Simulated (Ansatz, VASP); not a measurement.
## Two plane-wave programs on W

```xyz
1
Lattice="0.0000 2.0567 2.0567 2.0567 0.0000 2.0567 2.0567 2.0567 0.0000" Properties=species:S:1:pos:R:3 pbc="T T T"
W     0.0000    0.0000    0.0000
```

Alike in both runs: task single point; functional LDA; k mesh 11 × 11 × 11; non-collinear spin, spin-orbit coupling; Hubbard terms W d U = 8.0 eV.

```csv
,VASP,Ansatz
version,VASP 6.6.1,Ansatz 0.2.0
potentials or method,"VASP PAW LDA potentials, release 64 (W_sv)",Ansatz PAW
plane-wave cutoff (eV),520,420
occupations,"methfessel-paxton of order 1, width 0.01 eV","cold, width 0.01 eV"
valence electrons in the cell,14,14
```

Ansatz gave:

* pressure (GPa): 14.1
* net moment per atom (μB): 0.00

Problem. Estimate VASP's values.

Solution. Pressure (GPa): 7.2; net moment per atom (μB): 0.00.

LDA's correlation is that of Perdew and Zunger in VASP and of Perdew and Wang (1992) in Ansatz. The programs project onto different local orbitals, so the same U acts differently, and such runs can settle in different states.
